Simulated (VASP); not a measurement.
# Zr (P6_3/mmc) in VASP: notebook, part 2 of 2

VASP 6.6.1. The steps go on from the part before.

## (4) Relaxation of cell and atoms, LDA

The input, INCAR:

```
SYSTEM = Zr
PREC = Accurate ; ENCUT = 600
EDIFF = 1E-6 ; ISMEAR = -1
SIGMA = 0.1 ; LREAL = .False.
LASPH = .True. ; NELM = 100
ALGO = Normal ; ISIF = 3
LWAVE = .False. ; LCHARG = .False.
GGA = CA ; IBRION = 2
NSW = 60 ; EDIFFG = -0.005
```

The input, KPOINTS:

```
regular mesh
0
Gamma
  16 16 9
  0 0 0
```

The input, POSCAR:

```
Zr
1.0
    3.1432143070      0.0000000000      0.0000000000
   -1.5716071535      2.7221034394      0.0000000000
    0.0000000000      0.0000000000      5.0920071773
Zr
2
Direct
    0.3333333333      0.6666666667      0.2500000000
    0.6666666667      0.3333333333      0.7500000000
```

Potentials or basis: VASP PAW LDA potentials, release 64 (Zr_sv).

Launch:

```
$ cat potpaw_LDA.64/Zr_sv/POTCAR > POTCAR
$ mpirun -np 1 vasp_std > vasp.out
```

OUTCAR:

```text
SYSTEM = Zr
   PREC = Accurate
   ENCUT = 600
   EDIFF = 1E-6
   ISMEAR = -1
   LREAL = .False.
   LASPH = .True.
   NELM = 100
   ISIF = 3
   GGA = CA
   IBRION = 2
   NSW = 60
   EDIFFG = -0.005

 ion  position               nearest neighbor table
   1  0.333  0.667  0.250-   2 3.13   2 3.13   2 3.13   2 3.13   2 3.13   2 3.13
   2  0.667  0.333  0.750-   1 3.13   1 3.13   1 3.13   1 3.13   1 3.13   1 3.13

  LATTYP: Found a hexagonal cell.
 ALAT       =     3.1432143070
 C/A-ratio  =     1.6200000000

  Lattice vectors:

 A1 = (   3.1432143070,   0.0000000000,   0.0000000000)
 A2 = (  -1.5716071535,   2.7221034394,   0.0000000000)
 A3 = (   0.0000000000,   0.0000000000,   5.0920071773)

Analysis of symmetry for initial positions (statically):
=====================================================================
 Subroutine PRICEL returns:
 Original cell was already a primitive cell.

 Routine SETGRP: Setting up the symmetry group for a
 hexagonal supercell.

 Subroutine GETGRP returns: Found 24 space group operations
 (whereof 12 operations were pure point group operations)
 out of a pool of 24 trial point group operations.

The static configuration has the point symmetry D_3d.
 The point group associated with its full space group is D_6h.

Analysis of symmetry for dynamics (positions and initial velocities):
=====================================================================
 Subroutine PRICEL returns:
 Original cell was already a primitive cell.

 Routine SETGRP: Setting up the symmetry group for a
 hexagonal supercell.

 Subroutine GETGRP returns: Found 24 space group operations
 (whereof 12 operations were pure point group operations)
 out of a pool of 24 trial point group operations.

The dynamic configuration has the point symmetry D_3d.
 The point group associated with its full space group is D_6h.

[... 121 lines left out ...]
  Thomas-Fermi vector in A             =   2.470199
   LORBIT       =      0    0 simple, 1 ext, 2 COOP (PROOUT), +10 PAW based schemes
   GGA     = CA    functional components
   LHFCALC =     F    Hartree Fock is set to
   AEXX    =    0.0000 exact exchange contribution
   IVDW    =     0    specifies the selected vdW correction
   LEPSILON=     F    determine dielectric tensor
   LRPA    =     F    only Hartree local field effects (RPA)
 conjugate gradient relaxation of ions
 non-spin polarized calculation
  energy-cutoff  :      600.00
  volume of cell :       43.57
 maximum number of plane-waves:      1472
 NGX is ok and might be reduce to    28
   NGX = 13   NGY = 13   NGZ = 21

--------------------------------------- Ionic step        1  -------------------------------------------

 number of electron      24.0000000 magnetization

 Free energy of the ion-electron system (eV)
  ---------------------------------------------------
  ext. energy  EPLUGINS =         0.00000000
  ---------------------------------------------------
  free energy    TOTEN  =       -18.61806561 eV

  energy without entropy =      -18.54791718  energy(sigma->0) =      -18.58299140

------------------------ aborting loop because EDIFF is reached ----------------------------------------

  FORCE on cell =-STRESS in cart. coord.  units (eV):
  Direction    XX          YY          ZZ          XY          YZ          ZX
  --------------------------------------------------------------------------------------
  -------------------------------------------------------------------------------------
  Total        0.0394124      0.0394124      0.0625568      0.0000000      0.0000000      0.0000000
  in kB        1.4493587      1.4493587      2.3004730      0.0000000      0.0000000      0.0000000
  external PRESSURE =       1.7330635 kB  Pullay stress =       0.0000000 kB
[... 59 lines left out ...]
--------------------------------------- Ionic step        3  -------------------------------------------

 number of electron      24.0000000 magnetization

 Free energy of the ion-electron system (eV)
  ---------------------------------------------------
  ext. energy  EPLUGINS =         0.00000000
  ---------------------------------------------------
  free energy    TOTEN  =       -18.61809872 eV

  energy without entropy =      -18.54786798  energy(sigma->0) =      -18.58298335

 E-fermi :   9.4998     XC(G=0): -11.5930

 val. band max:        9.4983263756   @ k =   0.0625   0.0000   0.3333
 cond. band min:       9.5009813036   @ k =   0.0000   0.0000   0.4444
 fundamental gap:      0.0026549279
 Fermi energy:         9.4997898400

 k-point     1 :       0.0000    0.0000    0.0000
  band No.  band energies     occupation
      1     -38.9011      2.00000
      2     -38.7068      2.00000
      3     -17.6791      2.00000
      4     -16.6021      2.00000
      5     -16.6021      2.00000
      6     -16.4621      2.00000
[... 433 lines left out ...]
      3     -17.2811      2.00000
      4     -17.2417      2.00000
      5     -17.1998      2.00000
      6     -16.8847      2.00000
[... 8 lines left out ...]
     15      10.6986      0.00001
     16      12.6529      0.00000

 [... further k-points ...]
[... 5 lines left out ...]
  --------------------------------------------------------------------------------------
  -------------------------------------------------------------------------------------
  Total       -0.0050140     -0.0050140      0.0064161      0.0000000     -0.0000000      0.0000000
  in kB       -0.1841167     -0.1841167      0.2356017      0.0000000     -0.0000000      0.0000000
  external PRESSURE =      -0.0442105 kB  Pullay stress =       0.0000000 kB
[... 17 lines left out ...]
  FREE ENERGIE OF THE ION-ELECTRON SYSTEM (eV)
  ---------------------------------------------------
  free  energy   TOTEN  =       -18.6180987229 eV

  energy  without entropy=      -18.5478679822  energy(sigma->0) =      -18.58298335

 reached required accuracy - stopping structural energy minimisation
```

OSZICAR:

```text
N       E                     dE             d eps       ncg     rms          rms(c)
DAV:   1     0.236383407535E+03    0.23638E+03   -0.14710E+04  4800   0.167E+03
DAV:   2    -0.380886416665E+01   -0.24019E+03   -0.23804E+03  6000   0.441E+02
[... 19 lines left out ...]
DAV:   1    -0.186188764140E+02   -0.83167E-03   -0.26010E-02  5712   0.173E+00    0.283E-01
DAV:   2    -0.186182042739E+02    0.67214E-03   -0.22614E-03  5888   0.470E-01    0.885E-02
DAV:   3    -0.186180613833E+02    0.14289E-03   -0.86598E-04  6992   0.230E-01    0.539E-02
DAV:   4    -0.186180832180E+02   -0.21835E-04   -0.70784E-05  6144   0.463E-02    0.218E-02
DAV:   5    -0.186180985955E+02   -0.15377E-04   -0.51567E-05  7272   0.438E-02    0.873E-03
DAV:   6    -0.186180987229E+02   -0.12739E-06   -0.19714E-06  3896   0.125E-02
   3 F= -.18618099E+02 E0= -.18582983E+02  d E =-.331139E-04
```

Wall time 92 s (1 thread of Intel Xeon 6975P-C (Granite Rapids), shared host); peak memory 0.24 GiB.

Results:

```
Free energy                           : -18.6181 eV
Relaxed volume                        : 21.82 Å³/atom
Relaxed cell                          : a = 3.144 Å, b = 3.144 Å, c = 5.095 Å, α = 90.00°, β = 90.00°, γ = 120.00°
Space group after relaxing (to 0.1 Å) : P6_3/mmc (No. 194)
Energy gained by relaxing             : 0.0 meV/atom
Ionic steps                           : 3
Pressure after relaxing               : 0.0 GPa
Band gap on the k mesh                : zero (bands 12 and 13 overlap by 1.25 eV)
```

Final structure:
```cif
data_structure
_symmetry_space_group_name_H-M 'P 1'
_symmetry_Int_Tables_number 1
_cell_length_a 3.1445
_cell_length_b 3.1445
_cell_length_c 5.0953
_cell_angle_alpha 90.000
_cell_angle_beta 90.000
_cell_angle_gamma 120.000
_cell_volume 43.63
loop_
_atom_site_label
_atom_site_type_symbol
_atom_site_fract_x
_atom_site_fract_y
_atom_site_fract_z
_atom_site_occupancy
Zr1 Zr 0.33333 0.66667 0.25000 1
Zr2 Zr 0.66667 0.33333 0.75000 1
```

Levels at points of the mesh, in eV from the Fermi level:
```csv
k point,band 8,band 9,band 10,band 11,band 12,band 13,band 14,band 15,band 16
"(0.00, 0.00, 0.00)",-25.94,-5.70,-3.18,0.89,0.90,0.90,1.42,1.62,1.62
"(0.50, 0.00, 0.00)",-26.09,-2.77,-2.56,-2.33,0.09,0.63,0.79,1.52,5.41
```

## (5) Overview

```tsv
task	cell	k mesh	cutoff (eV)	gap on the mesh (eV)	pressure (GPa)
single point	a = 3.144, b = 3.144, c = 5.093 Å, angles 90.0, 90.0, 120.0°, 2 atoms	15 × 15 × 8	520	none	0.1
single point	a = 3.144, b = 3.144, c = 5.093 Å, angles 90.0, 90.0, 120.0°, 2 atoms	16 × 16 × 9	520	none	0.1
relaxation of cell and atoms	relaxed from a = 3.143, b = 3.143, c = 5.092 Å, angles 90.0, 90.0, 120.0°, 2 atoms	16 × 16 × 9	600	none	0.0
```

Alike in all rows: level LDA; potentials or basis VASP PAW LDA potentials, release 64 (Zr_sv); no spin polarisation; smearing fermi-dirac 0.1 eV.

Total energies depend on the potentials used, so only differences within one code and one set of settings carry meaning.
